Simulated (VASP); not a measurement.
Input of a VASP 6.6.1 run:

Contents of INCAR:

```
SYSTEM = Tl
  PREC = Accurate
  ENCUT = 520
  EDIFF = 1E-6
  ISMEAR = 1
  SIGMA = 0.1
  LREAL = .FALSE.
  LASPH = .TRUE.
  NELM = 100
  ALGO = Normal
  ISIF = 2
  LWAVE = .FALSE.
  LCHARG = .FALSE.
  GGA = PE
  NBANDS = 20
```

The input KPOINTS:

```
Automatic mesh
0
G
  10 10 6
  0 0 0
```

File POSCAR:

```
Tl
1.0
    3.5902820628      0.0000000000      0.0000000000
   -1.7951410314      3.1092754731      0.0000000000
    0.0000000000      0.0000000000      5.6419406004
Tl
2
Direct
    0.3333333333      0.6666666667      0.2500000000
    0.6666666667      0.3333333333      0.7500000000
```

Potentials or basis: VASP PAW PBE potentials, release 64 (Tl_d).

Command:

```console
$ cat potpaw_PBE.64/Tl_d/POTCAR > POTCAR
$ mpirun -np 1 vasp_std > vasp.out
```

Task: Predict the band gap on the k mesh.

Result: Zero (bands 13 and 14 overlap by 5.28 eV).

Task: Predict the pressure.

Result: -0.1 GPa.

Stress tensor (GPa, compression positive):
```
-0.34  0.00  0.00
 0.00 -0.34  0.00
 0.00  0.00  0.30
```

Caveat: spin-orbit coupling is left out, which moves the levels of the heavy elements.
